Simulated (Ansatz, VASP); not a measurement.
One calculation of C, two programs

INCAR

```
PREC = Accurate ; ENCUT = 600
EDIFF = 1E-6 ; ISMEAR = 0
SIGMA = 0.01 ; LREAL = F
LASPH = T ; NELM = 100
ALGO = Normal ; ISIF = 3
LWAVE = F ; LCHARG = F
GGA = PE ; IBRION = 2
NSW = 80 ; EDIFFG = -0.002
```

Contents of KPOINTS:

```
regular mesh
0
Gamma
  6 6 6
```

POSCAR

```
C
1.0
    3.5680000000      0.0000000000      0.0000000000
    0.0000000000      3.5680000000      0.0000000000
    0.0000000000      0.0000000000      3.5680000000
C
8
Direct
    0.0000000000      0.0000000000      0.0000000000
    0.0000000000      0.5000000000      0.5000000000
    0.5000000000      0.0000000000      0.5000000000
    0.5000000000      0.5000000000      0.0000000000
    0.2500000000      0.2500000000      0.2500000000
    0.2500000000      0.7500000000      0.7500000000
    0.7500000000      0.2500000000      0.7500000000
    0.7500000000      0.7500000000      0.2500000000
```

Input for Ansatz:

```yaml
crystal:
  lattice:
    - [3.568, 0.0, 0.0]
    - [0.0, 3.568, 0.0]
    - [0.0, 0.0, 3.568]
  atoms:
    - { symbol: C, position: [0.0, 0.0, 0.0] }
    - { symbol: C, position: [0.0, 0.5, 0.5] }
    - { symbol: C, position: [0.5, 0.0, 0.5] }
    - { symbol: C, position: [0.5, 0.5, 0.0] }
    - { symbol: C, position: [0.25, 0.25, 0.25] }
    - { symbol: C, position: [0.25, 0.75, 0.75] }
    - { symbol: C, position: [0.75, 0.25, 0.75] }
    - { symbol: C, position: [0.75, 0.75, 0.25] }
scf:
  occupations: { method: fixed }
output:
  forces: true
  stress: true
  eigenvalues: true
  write_density: true
  write_potential: true
  elf: true
  volumetric_format: npy
hamiltonian:
  xc: pbe
kpoints:
  mp_grid: { grid: [6, 6, 6] }
basis:
  ecutwfc: 480
relax:
  f_tol: 0.002
  max_steps: 60
  cell: { stress_tol: 0.05 }
```

Alike in both runs: task relaxation of cell and atoms; functional PBE; k mesh 6 × 6 × 6; no spin polarisation.

```csv
,VASP,Ansatz
version,VASP 6.6.1,Ansatz 0.2.0
potentials or method,"VASP PAW PBE potentials, release 64 (C), cutoff 600 eV","scalar-relativistic, plane waves, PAW"
occupations,"gaussian, width 0.01 eV",fixed
valence electrons in the cell,32,32
```

|  | VASP | Ansatz | Ansatz less VASP |
| --- | --- | --- | --- |
| gap on the k mesh at the Fermi level, each at its own relaxed structure (eV) | 4.14 | 4.15 | +0.009 |
| relaxed volume (Å³/atom) | 5.69 | 5.70 | +0.001 |
| relaxed cell length with the largest relative difference (Å) | 3.572 | 3.572 | +0.0001 |
